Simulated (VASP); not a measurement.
# ErBe3Pd (Pm-3m) in VASP: further runs

The runs below take ErBe3Pd through single point, with PBE.

Everything below comes from runs of VASP 6.6.1. Logs are shortened: lines on timing, memory, paths and dates and some standing lists are left out, and cuts for length are marked.

**1. The cell of the first run**

The structure is cubic, space group Pm-3m (No. 221). The conventional cell has a = 3.527 Å, b = 3.527 Å, c = 3.527 Å, α = 90.00°, β = 90.00°, γ = 90.00°. Within 3.3 Å of Er (site symmetry m-3m) lie 12 Be at 2.49 Å and 8 Pd at 3.05 Å. Within 2.3 Å of Be (site symmetry 4/mmm) lie 2 Pd at 1.76 Å. Within 2.3 Å of Pd (site symmetry m-3m) lie 6 Be at 1.76 Å.

The cell was built from a structure type or drawn by symmetry, and may not be a known phase.

**2. Single point, PBE**

Input file INCAR:

```
SYSTEM = ErBe3Pd
PREC     = Accurate       ! precision mode
ENCUT    = 600            ! plane-wave cutoff, eV
EDIFF    = 1E-6           ! SCF threshold, eV
ISMEAR   = 0              ! smearing method
SIGMA    = 0.1            ! smearing width, eV
LREAL    = .False.        ! projectors in reciprocal space
LASPH    = .True.         ! aspherical terms in the spheres
NELM     = 200            ! most SCF steps
ALGO     = Normal         ! electronic algorithm
ISIF     = 2              ! what is computed and relaxed
LWAVE    = .False.        ! write WAVECAR
LCHARG   = .True.         ! write CHGCAR
GGA      = PE             ! functional
LELF     = .True.         ! ELF
LVHAR    = .True.       
NBANDS   = 20             ! bands
GGA_COMPAT= .False.      
LMAXMIX  = 6              ! l up to which the mixer works
```

Input file KPOINTS:

```
regular mesh
0
Gamma
  6 6 6
  0 0 0
```

Input file POSCAR:

```
ErBe3Pd
1.0
    3.5270894700      0.0000000000      0.0000000000
    0.0000000000      3.5270894700      0.0000000000
    0.0000000000      0.0000000000      3.5270894700
Er Be Pd
1 3 1
Direct
    0.0000000000      0.0000000000      0.0000000000
    0.0000000000      0.5000000000      0.5000000000
    0.5000000000      0.0000000000      0.5000000000
    0.5000000000      0.5000000000      0.0000000000
    0.5000000000      0.5000000000      0.5000000000
```

Potentials or basis: VASP PAW PBE potentials, release 64 (Er_3, Be, Pd), 4f in core.

The run is started by

```bash
$ cat potpaw_PBE.64/Er_3/POTCAR potpaw_PBE.64/Be/POTCAR potpaw_PBE.64/Pd/POTCAR > POTCAR
$ mpirun -np 1 vasp_std > vasp.out
```

OUTCAR:

```text
SYSTEM = ErBe3Pd
   PREC = Accurate
   ENCUT = 600
   EDIFF = 1E-6
   ISMEAR = 0
   LREAL = .False.
   LASPH = .True.
   NELM = 200
   ISIF = 2
   GGA = PE

 ion  position               nearest neighbor table
   1  0.000  0.000  0.000-   2 2.49   3 2.49   4 2.49   2 2.49   3 2.49   2 2.49   4 2.49   2 2.49
                             3 2.49   4 2.49   3 2.49   4 2.49   5 3.05   5 3.05   5 3.05   5 3.05
   2  0.000  0.500  0.500-   5 1.76   5 1.76   1 2.49   1 2.49   1 2.49   1 2.49
   3  0.500  0.000  0.500-   5 1.76   5 1.76   1 2.49   1 2.49   1 2.49   1 2.49
   4  0.500  0.500  0.000-   5 1.76   5 1.76   1 2.49   1 2.49   1 2.49   1 2.49
   5  0.500  0.500  0.500-   2 1.76   3 1.76   4 1.76   4 1.76   3 1.76   2 1.76   1 3.05   1 3.05
                             1 3.05   1 3.05   1 3.05   1 3.05   1 3.05   1 3.05

  LATTYP: Found a simple cubic cell.
 ALAT       =     3.5270894700

  Lattice vectors:

 A1 = (   3.5270894700,   0.0000000000,   0.0000000000)
 A2 = (   0.0000000000,   3.5270894700,   0.0000000000)
 A3 = (   0.0000000000,   0.0000000000,   3.5270894700)

Analysis of symmetry for initial positions (statically):
=====================================================================
 Subroutine PRICEL returns:
 Original cell was already a primitive cell.

 Routine SETGRP: Setting up the symmetry group for a
 simple cubic supercell.

 Subroutine GETGRP returns: Found 48 space group operations
 (whereof 48 operations were pure point group operations)
 out of a pool of 48 trial point group operations.

The static configuration has the point symmetry O_h .

Analysis of symmetry for dynamics (positions and initial velocities):
=====================================================================
 Subroutine PRICEL returns:
 Original cell was already a primitive cell.

 Routine SETGRP: Setting up the symmetry group for a
 simple cubic supercell.

 Subroutine GETGRP returns: Found 48 space group operations
 (whereof 48 operations were pure point group operations)
 out of a pool of 48 trial point group operations.

The dynamic configuration has the point symmetry O_h .

 Subroutine INISYM returns: Found 48 space group operations
 (whereof 48 operations are pure point group operations),
 and found     1 'primitive' translations

----------------------------------------------------------------------------------------

                                     Primitive cell

  volume of cell :      43.8783
[... 90 lines left out ...]
   EDIFF  = 0.1E-05   stopping-criterion for ELM
   LREAL  =      F    real-space projection
   EDIFFG = 0.1E-04   stopping-criterion for IOM
   NSW    =      0    number of steps for IOM
   IBRION =     -1    ionic relax: 0-MD 1-quasi-New 2-CG
   NFREE  =      0    steps in history (QN), initial steepest desc. (CG)
   ISIF   =      2    stress and relaxation
   ISYM   =      2    0-nonsym 1-usesym 2-fastsym
   POTIM  = 0.5000    time-step for ionic-motion
   TEBEG  =    0.0;   TEEND  =   0.0 temperature during run
   PSTRESS=    0.0 pullay stress
   NELECT =      25.0000    total number of electrons
   NUPDOWN=      -1.0000    fix difference up-down
   EMIN   =  10.00;   EMAX   =-10.00  energy-range for DOS
   EFERMI =   0.00;   METHOD = LEGACY
   ISMEAR =     0;   SIGMA  =   0.10  broadening in eV -4-tet -1-fermi 0-gaus
   EFERMI_NEDOS =   21; number of points for ismear=-14 and -15
   IALGO  =     38    algorithm
   IMIX   =      4    mixing-type and parameters
     AMIX     =   0.40;   BMIX     =  1.00
     AMIX_MAG =   1.60;   BMIX_MAG =  1.00
  volume/ion in A,a.u.               =       8.78        59.22
  Fermi-wavevector in a.u.,A,eV,Ry     =   1.357183  2.564704 25.061186  1.841945
  Thomas-Fermi vector in A             =   2.484123
   LORBIT       =      0    0 simple, 1 ext, 2 COOP (PROOUT), +10 PAW based schemes
   GGA     = PE    functional components
   LHFCALC =     F    Hartree Fock is set to
   AEXX    =    0.0000 exact exchange contribution
   IVDW    =     0    specifies the selected vdW correction
   LEPSILON=     F    determine dielectric tensor
   LRPA    =     F    only Hartree local field effects (RPA)
 non-spin polarized calculation
 Gauss-broadening in eV      SIGMA  =   0.10
  energy-cutoff  :      600.00
  volume of cell :       43.88
 maximum number of plane-waves:      1492
   NGX = 15   NGY = 15   NGZ = 15

 number of electron      24.9999994 magnetization

 Free energy of the ion-electron system (eV)
  ---------------------------------------------------
  ext. energy  EPLUGINS =         0.00000000
  ---------------------------------------------------
  free energy    TOTEN  =       -11.03079677 eV

  energy without entropy =      -11.01008331  energy(sigma->0) =      -11.02044004

 E-fermi :  10.2926     XC(G=0): -12.9576

 val. band max:       10.2386808162   @ k =   0.3333   0.3333   0.0000
 cond. band min:      10.3029020322   @ k =   0.3333   0.3333   0.1667
 fundamental gap:      0.0642212160
 Fermi energy:        10.2926412179

 k-point     1 :       0.0000    0.0000    0.0000
  band No.  band energies     occupation
      1     -12.4867      2.00000
      2     -12.4867      2.00000
      3     -12.4867      2.00000
      4       0.3064      2.00000
      5       2.1278      2.00000
      6       2.1278      2.00000
[... 449 lines left out ...]
     19      21.0388      0.00000
     20      21.0388      0.00000

------------------------ aborting loop because EDIFF is reached ----------------------------------------

  FORCE on cell =-STRESS in cart. coord.  units (eV):
  Direction    XX          YY          ZZ          XY          YZ          ZX
  --------------------------------------------------------------------------------------
  -------------------------------------------------------------------------------------
  Total       42.9467705     42.9467705     42.9467705     -0.0000000     -0.0000000      0.0000000
  in kB     1568.1646704   1568.1646704   1568.1646704     -0.0000000     -0.0000000      0.0000000
  external PRESSURE =    1568.1646704 kB  Pullay stress =       0.0000000 kB

 VOLUME and BASIS-vectors are now :
 -----------------------------------------------------------------------------
  energy-cutoff  :      600.00
  volume of cell :       43.88
      direct lattice vectors                 reciprocal lattice vectors
     3.527089470  0.000000000  0.000000000     0.283519885  0.000000000  0.000000000
     0.000000000  3.527089470  0.000000000     0.000000000  0.283519885  0.000000000
     0.000000000  0.000000000  3.527089470     0.000000000  0.000000000  0.283519885

 POSITION                                       TOTAL-FORCE (eV/Angst)
 -----------------------------------------------------------------------------------
      0.00000      0.00000      0.00000         0.000000      0.000000      0.000000
      0.00000      1.76354      1.76354         0.000000      0.000000      0.000000
      1.76354      0.00000      1.76354         0.000000      0.000000      0.000000
      1.76354      1.76354      0.00000         0.000000      0.000000      0.000000
      1.76354      1.76354      1.76354         0.000000      0.000000      0.000000
 -----------------------------------------------------------------------------------
    total drift:                                0.000000      0.000000      0.000000

  FREE ENERGIE OF THE ION-ELECTRON SYSTEM (eV)
  ---------------------------------------------------
  free  energy   TOTEN  =       -11.0307967729 eV

  energy  without entropy=      -11.0100833077  energy(sigma->0) =      -11.02044004
```

Wall time 19 s (1 thread of Intel Xeon Platinum 8259CL at 2.50GHz (Skylake/Cascade Lake), shared host); peak memory 0.17 GiB.

Results:

| Property | Result |
| --- | --- |
| Free energy | -11.0308 eV |
| Pressure | 156.8 GPa |
| Band gap on the k mesh | zero (an odd number of electrons rules out a gap without spin polarisation) |

Caveat: the cell stands under pressure; spin-orbit coupling is left out, which moves the levels of the heavy elements; the 4f electrons are frozen in the core, so they carry no moment and show no levels. Spin polarisation is off, so any magnetic state and its effect on volume and gap are missing.

**3. Single point, PBE**

This run uses another cell than the first one, of 15.32 Å³/atom.

Input file INCAR:

```
  PREC = Accurate
  ENCUT = 600
  EDIFF = 1E-6
  ISMEAR = 0
  SIGMA = 0.1
  LREAL = False
  LASPH = True
  NELM = 200
  ALGO = Normal
  ISIF = 2
  LWAVE = False
  LCHARG = True
  GGA = PE
  LELF = True
  LVHAR = True
  NBANDS = 20
  GGA_COMPAT = False
  LMAXMIX = 6
```

Input file KPOINTS:

```
Automatic mesh
0
Gamma
  6 6 6
```

Changes to POSCAR since step 2:

```diff
@@ -2,5 +2,5 @@
 1.0
-    3.5270894700      0.0000000000      0.0000000000
-    0.0000000000      3.5270894700      0.0000000000
-    0.0000000000      0.0000000000      3.5270894700
+    4.2468401182      0.0000000000      0.0000000000
+    0.0000000000      4.2468401182      0.0000000000
+    0.0000000000      0.0000000000      4.2468401182
 Er Be Pd
```

Potentials or basis: VASP PAW PBE potentials, release 64 (Er_3, Be, Pd), 4f in core.

The run is started by

```bash
$ cat potpaw_PBE.64/Er_3/POTCAR potpaw_PBE.64/Be/POTCAR potpaw_PBE.64/Pd/POTCAR > POTCAR
$ mpirun -np 1 vasp_std > vasp.out
```

Run time: 36 s. Hardware: 1 thread of Intel Xeon Platinum 8259CL at 2.50GHz (Skylake/Cascade Lake), shared host; peak memory 0.23 GiB.

The run converged. Its results:

* Free energy: -21.2618 eV
* Pressure: 0.3 GPa
* Band gap on the k mesh: zero (an odd number of electrons rules out a gap without spin polarisation)

Levels at points of the mesh, in eV from the Fermi level:
| k point | band 10 | band 11 | band 12 | band 13 | band 14 | band 15 |
| --- | --- | --- | --- | --- | --- | --- |
| (0.00, 0.00, 0.00) | -0.82 | -0.82 | -0.82 | 0.13 | 0.13 | 3.24 |
| (0.50, 0.00, 0.00) | -3.92 | -1.02 | -1.02 | -0.60 | 3.14 | 3.15 |
| (0.50, 0.50, 0.00) | -3.26 | -3.26 | -0.83 | 1.47 | 1.47 | 1.70 |
| (0.50, 0.50, 0.50) | -2.93 | -2.93 | -2.93 | 0.84 | 0.84 | 0.84 |

Caveat: spin-orbit coupling is left out, which moves the levels of the heavy elements; the 4f electrons are frozen in the core, so they carry no moment and show no levels. Spin polarisation is off, so any magnetic state and its effect on volume and gap are missing.
